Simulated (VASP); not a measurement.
# Ag (Fm-3m) in VASP: notebook

The runs below take Ag through single point, with r2SCAN.

Program: VASP 6.6.1. These are calculated values, not measurements. Logs are shortened: lines on timing, memory, paths and dates and some standing lists are left out, and cuts for length are marked.

### 1 The cell of the first run

The structure is cubic, space group Fm-3m (No. 225). Conventional cell: a = 3.920 Å, b = 3.920 Å, c = 3.920 Å, α = 90.00°, β = 90.00°, γ = 90.00°. Within 3.7 Å of Ag (site symmetry m-3m) lie 12 Ag at 2.77 Å.

### 2 Single point, r2SCAN (equal strain along all axes, cell held: -4.5 %)

Input file POSCAR:

```
Ag
1.0
    1.9598301625      1.9598301625      0.0000000000
   -1.9598301625      1.9598301625      0.0000000000
    0.0000000000      0.0000000000      3.9196603249
Ag
2
Direct
    0.0000000000      0.0000000000      0.0000000000
    0.5000000000      0.5000000000      0.5000000000
```

Input file INCAR.step1:

```
SYSTEM = Ag
PREC = Accurate
ENCUT = 520
ISMEAR = 0
SIGMA = 0.1
LREAL = .False.
LASPH = .True.
NELM = 60
NBANDS = 18
GGA = PE
ALGO = Normal
EDIFF = 1E-4
LWAVE = .True.
LCHARG = .False.
```

Input file INCAR.step2:

```
SYSTEM = Ag
PREC = Accurate
ENCUT = 520
EDIFF = 1E-7
ISMEAR = 0
SIGMA = 0.1
LREAL = .False.
LASPH = .True.
NELM = 60
ALGO = Normal
ISIF = 2
LWAVE = .False.
LCHARG = .False.
METAGGA = R2SCAN
LMIXTAU = .True.
NBANDS = 18
ISTART = 1
```

Input file KPOINTS:

```
Automatic mesh
0
Gamma
  18 18 12
  0 0 0
```

Potentials or basis: VASP PAW PBE potentials, release 64 (Ag).

Started as:

```bash
cat potpaw_PBE.64/Ag/POTCAR > POTCAR
cp INCAR.step1 INCAR
mpirun -np 1 vasp_std > vasp.out
cp INCAR.step2 INCAR
mpirun -np 1 vasp_std > vasp.out
```

OUTCAR:

```text
SYSTEM = Ag
   PREC = Accurate
   ENCUT = 520
   EDIFF = 1E-7
   ISMEAR = 0
   LREAL = .False.
   LASPH = .True.
   NELM = 60
   ISIF = 2
   METAGGA = R2SCAN
   ISTART = 1

 ion  position               nearest neighbor table
   1  0.000  0.000  0.000-   2 2.77   2 2.77   2 2.77   2 2.77   2 2.77   2 2.77   2 2.77   2 2.77

   2  0.500  0.500  0.500-   1 2.77   1 2.77   1 2.77   1 2.77   1 2.77   1 2.77   1 2.77   1 2.77

  LATTYP: Found a simple tetragonal cell.
 ALAT       =     2.7716183958
 C/A-ratio  =     1.4142135623

  Lattice vectors:

 A1 = (   1.9598301625,   1.9598301625,   0.0000000000)
 A2 = (  -1.9598301625,   1.9598301625,   0.0000000000)
 A3 = (   0.0000000000,   0.0000000000,   3.9196603249)

Analysis of symmetry for initial positions (statically):
=====================================================================
 Subroutine PRICEL returns following result:

  LATTYP: Found a face centered cubic cell.
 ALAT       =     3.9196603250

  Lattice vectors:

 A1 = (   0.0000000000,  -1.9598301625,  -1.9598301625)
 A2 = (   1.9598301625,   0.0000000000,  -1.9598301625)
 A3 = (   1.9598301625,  -1.9598301625,   0.0000000000)

   2 primitive cells build up your supercell.

 Routine SETGRP: Setting up the symmetry group for a
 simple tetragonal supercell.

 Subroutine GETGRP returns: Found 16 space group operations
 (whereof 16 operations were pure point group operations)
 out of a pool of 16 trial point group operations.

The static configuration has the point symmetry D_4h.

Analysis of symmetry for dynamics (positions and initial velocities):
=====================================================================
 Subroutine PRICEL returns following result:

  LATTYP: Found a face centered cubic cell.
 ALAT       =     3.9196603250

  Lattice vectors:

 A1 = (   0.0000000000,  -1.9598301625,  -1.9598301625)
 A2 = (   1.9598301625,   0.0000000000,  -1.9598301625)
 A3 = (   1.9598301625,  -1.9598301625,   0.0000000000)

   2 primitive cells build up your supercell.

 Routine SETGRP: Setting up the symmetry group for a
 simple tetragonal supercell.

 Subroutine GETGRP returns: Found 16 space group operations
 (whereof 16 operations were pure point group operations)
 out of a pool of 16 trial point group operations.

The dynamic configuration has the point symmetry D_4h.

 Subroutine INISYM returns: Found 16 space group operations
 (whereof 16 operations are pure point group operations),
 and found     2 'primitive' translations

----------------------------------------------------------------------------------------

                                     Primitive cell

  volume of cell :      15.0552

  direct lattice vectors                    reciprocal lattice vectors
     0.000000000 -1.959830162 -1.959830162    -0.255124148 -0.255124148 -0.255124148
     1.959830162  0.000000000 -1.959830162     0.255124148  0.255124148 -0.255124148
     1.959830162 -1.959830162  0.000000000     0.255124148 -0.255124148  0.255124148

  length of vectors
     2.771618396  2.771618396  2.771618396     0.441887986  0.441887986  0.441887986

  position of ions in fractional coordinates (direct lattice)
     0.000000000  0.000000000  0.000000000

  ion indices of the primitive-cell ions
   primitive index   ion index
                 1           1

----------------------------------------------------------------------------------------

 KPOINTS: Automatic mesh

Automatic generation of k-mesh.
 Grid dimensions read from file:
 generate k-points for:   18   18   12

 Generating k-lattice:

  Cartesian coordinates                     Fractional coordinates (reciprocal lattice)
     0.014173564  0.014173564  0.000000000     0.055555556  0.000000000  0.000000000
    -0.014173564  0.014173564  0.000000000     0.000000000  0.055555556  0.000000000
     0.000000000  0.000000000  0.021260346     0.000000000  0.000000000  0.083333333

  Length of vectors
     0.020044446  0.020044446  0.021260346

  Shift w.r.t. Gamma in fractional coordinates (k-lattice)
     0.000000000  0.000000000  0.000000000

 Subroutine IBZKPT returns following result:
 ===========================================

 Found    385 irreducible k-points:

 Following reciprocal coordinates:
            Coordinates               Weight
  0.000000  0.000000  0.000000      1.000000
  0.055556  0.000000  0.000000      4.000000
  0.111111  0.000000  0.000000      4.000000
  0.166667  0.000000  0.000000      4.000000
  0.222222  0.000000  0.000000      4.000000
  0.277778  0.000000  0.000000      4.000000
[... 16 lines left out ...]
  0.277778  0.111111  0.000000      8.000000
  0.333333  0.111111  0.000000      8.000000
 [... further k-points ...]
   k-points           NKPTS =    385   k-points in BZ     NKDIM =    385   number of bands    NBANDS=     18
   number of dos      NEDOS =    301   number of ions     NIONS =      2
   total plane-waves  NPLWV =  17280
   dimension x,y,z NGX =    24 NGY =   24 NGZ =   30
   dimension x,y,z NGXF=    48 NGYF=   48 NGZF=   60
   ions per type =               2
   NGX,Y,Z   is equivalent  to a cutoff of  14.40, 14.40, 12.72 a.u.
   NGXF,Y,Z  is equivalent  to a cutoff of  28.79, 28.79, 25.45 a.u.
 SYSTEM =  Ag
   PREC   = accura    normal or accurate (medium, high low for compatibility)
   ISTART =      1    job   : 0-new  1-cont  2-samecut
   ICHARG =      0    charge: 1-file 2-atom 10-const
   ISPIN  =      1    spin polarized calculation?
   LNONCOLLINEAR =      F non collinear calculations
   LSORBIT =      F    spin-orbit coupling
   LASPH  =      T    aspherical Exc in radial PAW
   ENCUT  =  520.0 eV  38.22 Ry    6.18 a.u.   5.15  5.15  7.29*2*pi/ulx,y,z
   NELM   =     60;   NELMIN=  2; NELMDL=  0     # of ELM steps
   EDIFF  = 0.1E-06   stopping-criterion for ELM
   LREAL  =      F    real-space projection
   EDIFFG = 0.1E-05   stopping-criterion for IOM
   NSW    =      0    number of steps for IOM
   IBRION =     -1    ionic relax: 0-MD 1-quasi-New 2-CG
   NFREE  =      0    steps in history (QN), initial steepest desc. (CG)
   ISIF   =      2    stress and relaxation
   ISYM   =      2    0-nonsym 1-usesym 2-fastsym
   POTIM  = 0.5000    time-step for ionic-motion
   TEBEG  =    0.0;   TEEND  =   0.0 temperature during run
   PSTRESS=    0.0 pullay stress
   NELECT =      22.0000    total number of electrons
   NUPDOWN=      -1.0000    fix difference up-down
   EMIN   =  10.00;   EMAX   =-10.00  energy-range for DOS
   EFERMI =   0.00;   METHOD = LEGACY
   ISMEAR =     0;   SIGMA  =   0.10  broadening in eV -4-tet -1-fermi 0-gaus
   EFERMI_NEDOS =   21; number of points for ismear=-14 and -15
   IALGO  =     38    algorithm
   IMIX   =      4    mixing-type and parameters
     AMIX     =   0.40;   BMIX     =  1.00
     AMIX_MAG =   1.60;   BMIX_MAG =  1.00
  volume/ion in A,a.u.               =      15.06       101.60
  Fermi-wavevector in a.u.,A,eV,Ry     =   1.474497  2.786396 29.580998  2.174142
  Thomas-Fermi vector in A             =   2.589261
   LORBIT       =      0    0 simple, 1 ext, 2 COOP (PROOUT), +10 PAW based schemes
   METAGGA = R2SCAN    functional components
   LHFCALC =     F    Hartree Fock is set to
   AEXX    =    0.0000 exact exchange contribution
   IVDW    =     0    specifies the selected vdW correction
   LEPSILON=     F    determine dielectric tensor
   LRPA    =     F    only Hartree local field effects (RPA)
 non-spin polarized calculation
 Gauss-broadening in eV      SIGMA  =   0.10
  energy-cutoff  :      520.00
  volume of cell :       30.11
 maximum number of plane-waves:       830
 NGX is ok and might be reduce to    24
   NGX = 11   NGY = 11   NGZ = 15

 number of electron      22.0000006 magnetization

 Free energy of the ion-electron system (eV)
  ---------------------------------------------------
  ext. energy  EPLUGINS =         0.00000000
  ---------------------------------------------------
  free energy    TOTEN  =       -42.45450772 eV

  energy without entropy =      -42.45188908  energy(sigma->0) =      -42.45319840

 E-fermi :  10.3289     XC(G=0): -13.8619

 val. band max:       10.3120664357   @ k =   0.5000   0.1111   0.3333
 cond. band min:      10.3375135955   @ k =   0.1111   0.1111   0.2500
 fundamental gap:      0.0254471598
 Fermi energy:        10.3289217087

 k-point     1 :       0.0000    0.0000    0.0000
  band No.  band energies     occupation
      1       1.3132      2.00000
      2       2.5551      2.00000
      3       2.7272      2.00000
      4       4.6306      2.00000
      5       4.6306      2.00000
      6       4.6313      2.00000
[... 10 lines left out ...]
     17      29.5994      0.00000
     18      29.9176      0.00000

 k-point     2 :       0.0556    0.0000    0.0000
  band No.  band energies     occupation
      1       1.3875      2.00000
      2       2.5961      2.00000
      3       2.7677      2.00000
      4       4.6068      2.00000
      5       4.6507      2.00000
      6       4.6604      2.00000
[... 10 lines left out ...]
     17      29.6417      0.00000
     18      30.4477      0.00000

 k-point     3 :       0.1111    0.0000    0.0000
  band No.  band energies     occupation
      1       1.6053      2.00000
      2       2.6997      2.00000
      3       2.9017      2.00000
      4       4.5398      2.00000
      5       4.7102      2.00000
      6       4.7417      2.00000
[... 10 lines left out ...]
     17      29.5393      0.00000
     18      29.9528      0.00000

 k-point     4 :       0.1667    0.0000    0.0000
  band No.  band energies     occupation
      1       1.9504      2.00000
      2       2.8365      2.00000
      3       3.1391      2.00000
      4       4.4413      2.00000
      5       4.8075      2.00000
      6       4.8526      2.00000
[... 375 lines left out ...]
      4       4.1216      2.00000
      5       5.0499      2.00000
      6       5.1427      2.00000
[... 10 lines left out ...]
     17      27.4011      0.00000
     18      29.9710      0.00000

 k-point    23 :       0.2778    0.1111    0.0000
  band No.  band energies     occupation
      1       3.0674      2.00000
      2       3.3682      2.00000
      3       3.8459      2.00000
      4       4.0025      2.00000
      5       4.9326      2.00000
      6       4.9741      2.00000
[... 10 lines left out ...]
     17      26.2858      0.00000
     18      30.3173      0.00000

 k-point    24 :       0.3333    0.1111    0.0000
  band No.  band energies     occupation
      1       3.4705      2.00000
      2       3.5718      2.00000
      3       3.9104      2.00000
      4       4.1026      2.00000
      5       4.5806      2.00000
      6       4.8235      2.00000
[... 10 lines left out ...]
     17      25.0514      0.00000
     18      29.4145      0.00000

 [... further k-points ...]
[... 5 lines left out ...]
  --------------------------------------------------------------------------------------
  -------------------------------------------------------------------------------------
  Total        4.0934725      4.0934725      4.0279734      0.0000000      0.0000000      0.0000000
  in kB      217.8146831    217.8146831    214.3294619      0.0000000      0.0000000      0.0000000
  external PRESSURE =     216.6529427 kB  Pullay stress =       0.0000000 kB

 VOLUME and BASIS-vectors are now :
 -----------------------------------------------------------------------------
  energy-cutoff  :      520.00
  volume of cell :       30.11
      direct lattice vectors                 reciprocal lattice vectors
     1.959830163  1.959830163  0.000000000     0.255124148  0.255124148  0.000000000
    -1.959830163  1.959830163  0.000000000    -0.255124148  0.255124148  0.000000000
     0.000000000  0.000000000  3.919660325     0.000000000  0.000000000  0.255124148

 POSITION                                       TOTAL-FORCE (eV/Angst)
 -----------------------------------------------------------------------------------
      0.00000      0.00000      0.00000        -0.000000      0.000000      0.000000
      0.00000      1.95983      1.95983         0.000000     -0.000000     -0.000000
 -----------------------------------------------------------------------------------
    total drift:                               -0.000000      0.000000     -0.000000

  FREE ENERGIE OF THE ION-ELECTRON SYSTEM (eV)
  ---------------------------------------------------
  free  energy   TOTEN  =       -42.4545077231 eV

  energy  without entropy=      -42.4518890765  energy(sigma->0) =      -42.45319840
```

Run time: 12 min. Hardware: 1 thread of Intel Xeon 8259CL, shared host; peak memory 0.29 GiB.

Results:

```
Free energy            : -42.4545 eV
Pressure               : 21.7 GPa
Band gap on the k mesh : zero (bands 11 and 12 overlap by 10.62 eV)
```

Caveat: the cell differs from its parent crystal (equal strain along all axes, cell held: -4.5 %); the cell stands under pressure; the PAW data sets were made with another functional, which shifts forces and pressure a little.

### 3 Single point, r2SCAN (equal strain along all axes, cell held: -3.0 %)

Input file POSCAR:

```
Ag
1.0
    1.9906128352      1.9906128352      0.0000000000
   -1.9906128352      1.9906128352      0.0000000000
    0.0000000000      0.0000000000      3.9812256704
Ag
2
Direct
    0.0000000000      0.0000000000      0.0000000000
    0.5000000000      0.5000000000      0.5000000000
```

Input file INCAR.step1:

```
ALGO = Normal
EDIFF = 1E-4
ENCUT = 520
GGA = PE
ISMEAR = 0
LASPH = T
LCHARG = F
LREAL = F
LWAVE = T
NBANDS = 18
NELM = 60
PREC = Accurate
SIGMA = 0.1
```

Input file INCAR.step2:

```
ALGO = Normal
EDIFF = 1E-6
ENCUT = 520
ISIF = 2
ISMEAR = 0
ISTART = 1
LASPH = T
LCHARG = T
LELF = T
LMIXTAU = T
LREAL = F
LVHAR = T
LWAVE = F
METAGGA = R2SCAN
NBANDS = 18
NELM = 60
PREC = Accurate
SIGMA = 0.1
```

Input file KPOINTS:

```
k-points
0
Gamma
  18 18 12
```

Potentials or basis: VASP PAW PBE potentials, release 64 (Ag).

Started as:

```bash
cat potpaw_PBE.64/Ag/POTCAR > POTCAR
cp INCAR.step1 INCAR
mpirun -np 1 vasp_std > vasp.out
cp INCAR.step2 INCAR
mpirun -np 1 vasp_std > vasp.out
```

It took 10 min on 1 thread of Intel Xeon 8259CL, shared host; peak memory 0.3 GiB.

It converged, with:

```
Free energy            : -42.6075 eV
Pressure               : 12.6 GPa
Band gap on the k mesh : zero (bands 11 and 12 overlap by 10.34 eV)
```

Levels at points of the mesh, in eV from the Fermi level:
```csv
k point,band 9,band 10,band 11,band 12,band 13,band 14
"(0.00, 0.00, 0.00)",-3.39,-3.10,-3.10,1.62,7.59,11.54
"(0.50, 0.00, 0.00)",-4.27,-4.27,-0.58,-0.58,10.17,10.17
"(0.50, 0.50, 0.00)",-3.10,-3.10,1.62,1.62,7.59,7.59
"(0.00, 0.00, 0.50)",-4.28,-4.28,-3.85,-3.85,15.96,15.96
"(0.50, 0.00, 0.50)",-3.35,-3.35,-0.60,-0.60,4.15,4.15
"(0.50, 0.50, 0.50)",-3.10,-3.10,6.49,6.49,6.49,6.49
```

Caveat: the cell differs from its parent crystal (equal strain along all axes, cell held: -3.0 %); the cell stands under pressure; the PAW data sets were made with another functional, which shifts forces and pressure a little.

### 4 Single point, r2SCAN (equal strain along all axes, cell held: -1.5 %)

Input file POSCAR:

```
Ag
1.0
    2.0213955079      2.0213955079      0.0000000000
   -2.0213955079      2.0213955079      0.0000000000
    0.0000000000      0.0000000000      4.0427910158
Ag
2
Direct
    0.0000000000      0.0000000000      0.0000000000
    0.5000000000      0.5000000000      0.5000000000
```

Input file INCAR.step1:

```
SYSTEM = Ag
PREC = Accurate
ENCUT = 520
ISMEAR = 0
SIGMA = 0.1
LREAL = .FALSE.
LASPH = .TRUE.
NELM = 60
NBANDS = 18
GGA = PE
ALGO = Normal
EDIFF = 1E-4
LWAVE = .TRUE.
LCHARG = .FALSE.
```

Input file INCAR.step2:

```
SYSTEM = Ag
PREC = Accurate
ENCUT = 520
EDIFF = 1E-6
ISMEAR = 0
SIGMA = 0.1
LREAL = .FALSE.
LASPH = .TRUE.
NELM = 60
ALGO = Normal
ISIF = 2
LWAVE = .FALSE.
LCHARG = .TRUE.
METAGGA = R2SCAN
LMIXTAU = .TRUE.
LELF = .TRUE.
LVHAR = .TRUE.
NBANDS = 18
ISTART = 1
```

Input file KPOINTS:

```
regular mesh
0
G
  18 18 12
  0 0 0
```

Started as:

```bash
cat potpaw_PBE.64/Ag/POTCAR > POTCAR
cp INCAR.step1 INCAR
mpirun -np 1 vasp_std > vasp.out
cp INCAR.step2 INCAR
mpirun -np 1 vasp_std > vasp.out
```

It took 11 min on 1 thread of Intel Xeon 8259CL, shared host; peak memory 0.31 GiB.

The run converged. Its results:

```
Free energy            : -42.6911 eV
Pressure               : 5.6 GPa
Band gap on the k mesh : zero (bands 11 and 12 overlap by 10.08 eV)
```

Levels at points of the mesh, in eV from the Fermi level:
| k point | band 7 | band 8 | band 9 | band 10 | band 11 | band 12 | band 13 | band 14 | band 15 | band 16 |
| --- | --- | --- | --- | --- | --- | --- | --- | --- | --- | --- |
| (0.00, 0.00, 0.00) | -4.19 | -4.19 | -3.36 | -3.09 | -3.09 | 1.67 | 7.21 | 11.28 | 11.28 | 16.70 |
| (0.50, 0.00, 0.00) | -4.60 | -4.60 | -4.17 | -4.17 | -0.62 | -0.62 | 9.82 | 9.82 | 9.92 | 9.92 |
| (0.50, 0.50, 0.00) | -3.09 | -3.09 | -3.09 | -3.09 | 1.67 | 1.67 | 7.21 | 7.21 | 11.28 | 11.28 |
| (0.00, 0.00, 0.50) | -4.35 | -4.35 | -4.13 | -4.13 | -3.79 | -3.79 | 15.50 | 15.50 | 15.50 | 15.50 |
| (0.50, 0.00, 0.50) | -3.32 | -3.32 | -3.32 | -3.32 | -0.46 | -0.46 | 3.86 | 3.86 | 15.94 | 15.94 |
| (0.50, 0.50, 0.50) | -4.18 | -4.18 | -3.09 | -3.09 | 6.29 | 6.29 | 6.29 | 6.29 | 7.51 | 7.51 |

Caveat: the cell differs from its parent crystal (equal strain along all axes, cell held: -1.5 %); the cell stands under pressure; the PAW data sets were made with another functional, which shifts forces and pressure a little.

### 5 Summary

| cell | gap on the mesh (eV) | pressure (GPa) |
| --- | --- | --- |
| a = 2.772, b = 2.772, c = 3.920 Å, 2 atoms | none | 21.7 |
| a = 2.815, b = 2.815, c = 3.981 Å, 2 atoms | none | 12.6 |
| a = 2.859, b = 2.859, c = 4.043 Å, 2 atoms | none | 5.6 |

Alike in all rows: task single point; level r2SCAN; potentials or basis VASP PAW PBE potentials, release 64 (Ag); no spin polarisation; k mesh 18 × 18 × 12; cutoff (eV) 520; smearing gaussian 0.1 eV.

Caveats: the cell stands under pressure; the PAW data sets were made with another functional, which shifts forces and pressure a little.

Absolute energies hang on the potentials; compare differences alone.

The gap in the log of VASP goes by the Fermi energy; the results here count the filled bands.